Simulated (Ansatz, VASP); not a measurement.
## Ca5GeN2: VASP beside Ansatz

```
CELL_PARAMETERS angstrom
2.45341 -7.33711 0.00000
2.45341 7.33711 0.00000
0.00000 0.00000 4.88417
ATOMIC_POSITIONS crystal
Ca 0.32985 0.67015 0.00000
Ca 0.67015 0.32985 0.00000
Ca 0.13898 0.86102 0.50000
Ca 0.86102 0.13898 0.50000
Ca 0.00000 0.00000 0.00000
Ge 0.50000 0.50000 0.50000
N 0.16485 0.83515 0.00000
N 0.83515 0.16485 0.00000
```

Alike in both runs: functional PBE; k mesh 8 × 8 × 6; occupations gaussian, width 0.1 eV; no spin polarisation.

Ansatz relaxed the structure, and its values are those at the end. VASP's run is a single point on that final structure, the one shown.

|  | VASP | Ansatz |
| --- | --- | --- |
| version | VASP 6.6.1 | Ansatz 0.2.0 |
| potentials or method | VASP PAW PBE potentials, release 64 (Ca_sv, Ge_d, N), cutoff 520 eV | scalar-relativistic, plane waves, PAW |
| valence electrons in the cell | 74 | 74 |

|  | VASP | Ansatz | Ansatz less VASP |
| --- | --- | --- | --- |
| gap on the k mesh at the Fermi level (eV) | none | none | - |
| pressure (GPa) | 0.2 | 0.0 | -0.21 |
| rms of the force components (eV/Å) | 0.006 | 0.000 | -0.0056 |

A gap of «none» marks a metal or a gap that the smearing closes.
